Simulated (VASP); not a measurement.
# Cd (Im-3m) in VASP: a series of runs

The runs below take Cd through single point, with PBE.

Program: VASP 6.6.1. These are calculated values, not measurements. Logs are shortened: lines on timing, memory, paths and dates and some standing lists are left out, and cuts for length are marked.

## (1) The cell of the first run

The structure is cubic, space group Im-3m (No. 229). The conventional cell has a = 2.836 Å, b = 2.836 Å, c = 2.836 Å, α = 90.00°, β = 90.00°, γ = 90.00°. Within 3.2 Å of Cd (site symmetry m-3m) lie 14 Cd at 2.46 to 2.84 Å.

## (2) Single point, PBE

INCAR reads:

```
SYSTEM = Cd
ALGO = Normal
EDIFF = 1E-6
ENCUT = 520
GGA = PE
ISIF = 2
ISMEAR = -1
LASPH = .True.
LCHARG = .True.
LELF = .True.
LREAL = .False.
LVHAR = .True.
LWAVE = .False.
NBANDS = 12
NELM = 80
PREC = Accurate
SIGMA = 0.08
```

KPOINTS reads:

```
k-points
0
Gamma
  19 19 19
  0 0 0
```

POSCAR reads:

```
Cd
1.0
   -1.4180304212      1.4180304212      1.4180304212
    1.4180304212     -1.4180304212      1.4180304212
    1.4180304212      1.4180304212     -1.4180304212
Cd
1
Direct
    0.0000000000      0.0000000000      0.0000000000
```

Potentials or basis: VASP PAW PBE potentials, release 64 (Cd).

Launch:

```console
$ cat potpaw_PBE.64/Cd/POTCAR > POTCAR
$ mpirun -np 1 vasp_std > vasp.out
```

OUTCAR:

```text
SYSTEM = Cd
   EDIFF = 1E-6
   ENCUT = 520
   GGA = PE
   ISIF = 2
   ISMEAR = -1
   LASPH = .True.
   LREAL = .False.
   NELM = 80
   PREC = Accurate

 ion  position               nearest neighbor table
   1  0.000  0.000  0.000-

  LATTYP: Found a body centered cubic cell.
 ALAT       =     2.8360608424

  Lattice vectors:

 A1 = (  -1.4180304212,   1.4180304212,   1.4180304212)
 A2 = (   1.4180304212,  -1.4180304212,   1.4180304212)
 A3 = (   1.4180304212,   1.4180304212,  -1.4180304212)

Analysis of symmetry for initial positions (statically):
=====================================================================
 Subroutine PRICEL returns:
 Original cell was already a primitive cell.

 Routine SETGRP: Setting up the symmetry group for a
 body centered cubic supercell.

 Subroutine GETGRP returns: Found 48 space group operations
 (whereof 48 operations were pure point group operations)
 out of a pool of 48 trial point group operations.

The static configuration has the point symmetry O_h .

Analysis of symmetry for dynamics (positions and initial velocities):
=====================================================================
 Subroutine PRICEL returns:
 Original cell was already a primitive cell.

 Routine SETGRP: Setting up the symmetry group for a
 body centered cubic supercell.

 Subroutine GETGRP returns: Found 48 space group operations
 (whereof 48 operations were pure point group operations)
 out of a pool of 48 trial point group operations.

The dynamic configuration has the point symmetry O_h .

 Subroutine INISYM returns: Found 48 space group operations
 (whereof 48 operations are pure point group operations),
 and found     1 'primitive' translations

----------------------------------------------------------------------------------------

                                     Primitive cell

  volume of cell :      11.4056

  direct lattice vectors                    reciprocal lattice vectors
    -1.418030421  1.418030421  1.418030421     0.000000000  0.352601744  0.352601744
     1.418030421 -1.418030421  1.418030421     0.352601744  0.000000000  0.352601744
     1.418030421  1.418030421 -1.418030421     0.352601744  0.352601744  0.000000000

  length of vectors
     2.456100736  2.456100736  2.456100736     0.498654169  0.498654169  0.498654169

  position of ions in fractional coordinates (direct lattice)
     0.000000000  0.000000000  0.000000000

  ion indices of the primitive-cell ions
   primitive index   ion index
                 1           1

----------------------------------------------------------------------------------------

 KPOINTS: k-points

Automatic generation of k-mesh.
 Grid dimensions read from file:
 generate k-points for:   19   19   19

 Generating k-lattice:

  Cartesian coordinates                     Fractional coordinates (reciprocal lattice)
     0.000000000  0.018557987  0.018557987     0.052631579  0.000000000  0.000000000
     0.018557987  0.000000000  0.018557987     0.000000000  0.052631579  0.000000000
     0.018557987  0.018557987  0.000000000     0.000000000  0.000000000  0.052631579

  Length of vectors
     0.026244956  0.026244956  0.026244956

  Shift w.r.t. Gamma in fractional coordinates (k-lattice)
     0.000000000  0.000000000  0.000000000

 Subroutine IBZKPT returns following result:
 ===========================================

 Found    220 irreducible k-points:

 Following reciprocal coordinates:
            Coordinates               Weight
  0.000000  0.000000  0.000000      1.000000
  0.052632  0.000000  0.000000     12.000000
  0.105263  0.000000  0.000000     12.000000
  0.157895  0.000000  0.000000     12.000000
  0.210526  0.000000  0.000000     12.000000
  0.263158  0.000000  0.000000     12.000000
[... 16 lines left out ...]
  0.263158  0.105263  0.000000     48.000000
  0.315789  0.105263 -0.000000     48.000000
 [... further k-points ...]
   k-points           NKPTS =    220   k-points in BZ     NKDIM =    220   number of bands    NBANDS=     12
   number of dos      NEDOS =    301   number of ions     NIONS =      1
   total plane-waves  NPLWV =   5832
   dimension x,y,z NGX =    18 NGY =   18 NGZ =   18
   dimension x,y,z NGXF=    36 NGYF=   36 NGZF=   36
   ions per type =               1
   NGX,Y,Z   is equivalent  to a cutoff of  12.18, 12.18, 12.18 a.u.
   NGXF,Y,Z  is equivalent  to a cutoff of  24.37, 24.37, 24.37 a.u.
 SYSTEM =  Cd
   PREC   = accura    normal or accurate (medium, high low for compatibility)
   ISTART =      0    job   : 0-new  1-cont  2-samecut
   ICHARG =      2    charge: 1-file 2-atom 10-const
   ISPIN  =      1    spin polarized calculation?
   LNONCOLLINEAR =      F non collinear calculations
   LSORBIT =      F    spin-orbit coupling
   LASPH  =      T    aspherical Exc in radial PAW
   ENCUT  =  520.0 eV  38.22 Ry    6.18 a.u.   4.57  4.57  4.57*2*pi/ulx,y,z
   NELM   =     80;   NELMIN=  2; NELMDL= -5     # of ELM steps
   EDIFF  = 0.1E-05   stopping-criterion for ELM
   LREAL  =      F    real-space projection
   EDIFFG = 0.1E-04   stopping-criterion for IOM
   NSW    =      0    number of steps for IOM
   IBRION =     -1    ionic relax: 0-MD 1-quasi-New 2-CG
   NFREE  =      0    steps in history (QN), initial steepest desc. (CG)
   ISIF   =      2    stress and relaxation
   ISYM   =      2    0-nonsym 1-usesym 2-fastsym
   POTIM  = 0.5000    time-step for ionic-motion
   TEBEG  =    0.0;   TEEND  =   0.0 temperature during run
   PSTRESS=    0.0 pullay stress
   NELECT =      12.0000    total number of electrons
   NUPDOWN=      -1.0000    fix difference up-down
   EMIN   =  10.00;   EMAX   =-10.00  energy-range for DOS
   EFERMI =   0.00;   METHOD = LEGACY
   ISMEAR =    -1;   SIGMA  =   0.08  broadening in eV -4-tet -1-fermi 0-gaus
   EFERMI_NEDOS =   21; number of points for ismear=-14 and -15
   IALGO  =     38    algorithm
   IMIX   =      4    mixing-type and parameters
     AMIX     =   0.40;   BMIX     =  1.00
     AMIX_MAG =   1.60;   BMIX_MAG =  1.00
  volume/ion in A,a.u.               =      11.41        76.97
  Fermi-wavevector in a.u.,A,eV,Ry     =   1.665059  3.146506 37.721097  2.772422
  Thomas-Fermi vector in A             =   2.751495
   LORBIT       =      0    0 simple, 1 ext, 2 COOP (PROOUT), +10 PAW based schemes
   GGA     = PE    functional components
   LHFCALC =     F    Hartree Fock is set to
   AEXX    =    0.0000 exact exchange contribution
   IVDW    =     0    specifies the selected vdW correction
   LEPSILON=     F    determine dielectric tensor
   LRPA    =     F    only Hartree local field effects (RPA)
 non-spin polarized calculation
  energy-cutoff  :      520.00
  volume of cell :       11.41
 maximum number of plane-waves:       321
   NGX =  9   NGY =  9   NGZ =  9

 number of electron      12.0000012 magnetization

 Free energy of the ion-electron system (eV)
  ---------------------------------------------------
  ext. energy  EPLUGINS =         0.00000000
  ---------------------------------------------------
  free energy    TOTEN  =         3.08561689 eV

  energy without entropy =        3.09200487  energy(sigma->0) =        3.08881088

 E-fermi :  11.5845     XC(G=0): -14.8869

 val. band max:       11.5528391997   @ k =  -0.3684  -0.3684   0.1053
 cond. band min:      11.6365733489   @ k =  -0.4211  -0.4211   0.0526
 fundamental gap:      0.0837341492
 Fermi energy:        11.5844874269

 k-point     1 :       0.0000    0.0000    0.0000
  band No.  band energies     occupation
      1      -5.5308      2.00000
      2      -2.8734      2.00000
      3      -2.8734      2.00000
      4      -2.8734      2.00000
      5      -0.7188      2.00000
      6      -0.7188      2.00000
      7      27.8928      0.00000
      8      27.8928      0.00000
      9      27.8928      0.00000
     10      35.6681      0.00000
     11      35.6681      0.00000
     12      38.5663      0.00000

 k-point     2 :       0.0526    0.0000    0.0000
  band No.  band energies     occupation
      1      -5.4054      2.00000
      2      -2.9101      2.00000
      3      -2.8662      2.00000
      4      -2.7878      2.00000
      5      -0.7609      2.00000
      6      -0.7159      2.00000
      7      27.6026      0.00000
      8      27.8587      0.00000
      9      27.9865      0.00000
     10      34.7919      0.00000
     11      35.6070      0.00000
     12      37.4517      0.00000

 k-point     3 :       0.1053    0.0000    0.0000
  band No.  band energies     occupation
      1      -5.0521      2.00000
      2      -3.0152      2.00000
      3      -2.8346      2.00000
      4      -2.5362      2.00000
      5      -0.8657      2.00000
      6      -0.7066      2.00000
      7      26.6833      0.00000
      8      27.6388      0.00000
      9      28.2525      0.00000
     10      33.7185      0.00000
     11      34.7459      0.00000
     12      35.5295      0.00000
[... 286 lines left out ...]
 k-point    23 :       0.2632    0.1053    0.0000
  band No.  band energies     occupation
      1      -4.2282      2.00000
      2      -3.6717      2.00000
      3      -1.5476      2.00000
      4      -1.0718      2.00000
      5      -0.4607      2.00000
      6       1.3392      2.00000
      7      18.0206      0.00000
      8      22.4574      0.00000
      9      26.1046      0.00000
     10      30.3845      0.00000
     11      35.3078      0.00000
     12      35.7712      0.00000

 k-point    24 :       0.3158    0.1053   -0.0000
  band No.  band energies     occupation
      1      -4.4558      2.00000
      2      -3.8337      2.00000
      3      -1.1453      2.00000
      4      -0.8891      2.00000
      5      -0.2229      2.00000
      6       2.7614      2.00000
      7      15.5161      0.00000
      8      21.6825      0.00000
      9      25.0058      0.00000
     10      30.7708      0.00000
     11      35.3303      0.00000
     12      36.4372      0.00000

 [... further k-points ...]
[... 5 lines left out ...]
  --------------------------------------------------------------------------------------
  -------------------------------------------------------------------------------------
  Total       15.5601487     15.5601487     15.5601487     -0.0000000     -0.0000000      0.0000000
  in kB     2185.7862490   2185.7862490   2185.7862490     -0.0000000     -0.0000000      0.0000000
  external PRESSURE =    2185.7862490 kB  Pullay stress =       0.0000000 kB

 VOLUME and BASIS-vectors are now :
 -----------------------------------------------------------------------------
  energy-cutoff  :      520.00
  volume of cell :       11.41
      direct lattice vectors                 reciprocal lattice vectors
    -1.418030421  1.418030421  1.418030421     0.000000000  0.352601744  0.352601744
     1.418030421 -1.418030421  1.418030421     0.352601744  0.000000000  0.352601744
     1.418030421  1.418030421 -1.418030421     0.352601744  0.352601744  0.000000000

 POSITION                                       TOTAL-FORCE (eV/Angst)
 -----------------------------------------------------------------------------------
      0.00000      0.00000      0.00000         0.000000      0.000000      0.000000
 -----------------------------------------------------------------------------------
    total drift:                                0.000000      0.000000      0.000000

  FREE ENERGIE OF THE ION-ELECTRON SYSTEM (eV)
  ---------------------------------------------------
  free  energy   TOTEN  =         3.0856168943 eV

  energy  without entropy=        3.0920048688  energy(sigma->0) =        3.08881088
```

It took 18 s on 1 thread of Intel Xeon 6975P-C, shared host; peak memory 0.14 GiB.

What came out:

```yaml
Free_energy: 3.0856 eV
Pressure: 218.6 GPa
Band_gap_on_the_k_mesh: zero (band 6 reaches 13.92 eV, above the bottom of band 7 at 11.42 eV)
```

Levels at points of the mesh, in eV from the Fermi level:
| k point | band 2 | band 3 | band 4 | band 5 | band 6 | band 7 | band 8 | band 9 | band 10 | band 11 |
| --- | --- | --- | --- | --- | --- | --- | --- | --- | --- | --- |
| (0.00, 0.00, 0.00) | -14.46 | -14.46 | -14.46 | -12.30 | -12.30 | 16.31 | 16.31 | 16.31 | 24.08 | 24.08 |

## (3) Single point, PBE

INCAR reads:

```
  PREC = Accurate
  ENCUT = 520
  EDIFF = 1E-7
  ISMEAR = -1
  SIGMA = 0.08
  LREAL = False
  LASPH = True
  NELM = 80
  ALGO = Normal
  ISIF = 2
  LWAVE = False
  LCHARG = False
  GGA = PE
  NBANDS = 12
```

KPOINTS reads:

```
Automatic mesh
0
Gamma
  19 19 19
```

POSCAR is that of step 2.

Potentials or basis: VASP PAW PBE potentials, release 64 (Cd).

Launch:

```console
$ cat potpaw_PBE.64/Cd/POTCAR > POTCAR
$ mpirun -np 1 vasp_std > vasp.out
```

Run time: 22 s. Hardware: 1 thread of Intel Xeon 6975P-C, shared host; peak memory 0.14 GiB.

It converged, with:

| Property | Result |
| --- | --- |
| Free energy | 3.0856 eV |
| Pressure | 218.6 GPa |
| Band gap on the k mesh | zero (band 6 reaches 13.92 eV, above the bottom of band 7 at 11.42 eV) |

Levels at points of the mesh, in eV from the Fermi level:
| k point | band 4 | band 5 | band 6 | band 7 | band 8 | band 9 |
| --- | --- | --- | --- | --- | --- | --- |
| (0.00, 0.00, 0.00) | -14.46 | -12.30 | -12.30 | 16.31 | 16.31 | 16.31 |
